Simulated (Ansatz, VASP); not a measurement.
# One calculation of Ga, two programs

```
Ga
1.0
     2.95009    0.00000    0.00000
    -1.47504    2.55485    0.00000
     0.00000    0.00000    4.68308
Ga
2
Direct
  0.33333 0.66667 0.25000
  0.66667 0.33333 0.75000
```

Alike in both runs: task relaxation of cell and atoms; functional PBEsol; k mesh 18 × 18 × 10; occupations gaussian, width 0.1 eV; no spin polarisation.

|  | VASP | Ansatz |
| --- | --- | --- |
| version | VASP 6.6.1 | Ansatz 0.2.0 |
| potentials or method | VASP PAW PBE potentials, release 64 (Ga_d), cutoff 600 eV | scalar-relativistic, plane waves, PAW |
| valence electrons in the cell | 26 | 26 |

Ansatz gave:

| Quantity | Value |
| --- | --- |
| gap on the k mesh at the Fermi level, each at its own relaxed structure (eV) | none |
| relaxed volume (Å³/atom) | 17.82 |
| relaxed cell length with the largest relative difference (Å) | 2.940 |

Task: Which values does VASP return?

Result: gap on the k mesh at the Fermi level, each at its own relaxed structure (eV): none; relaxed volume (Å³/atom): 17.84; relaxed cell length with the largest relative difference (Å): 2.944.

VASP's potentials were made for PBE, not for PBEsol. A gap of «none» marks a metal or a gap that the smearing closes.
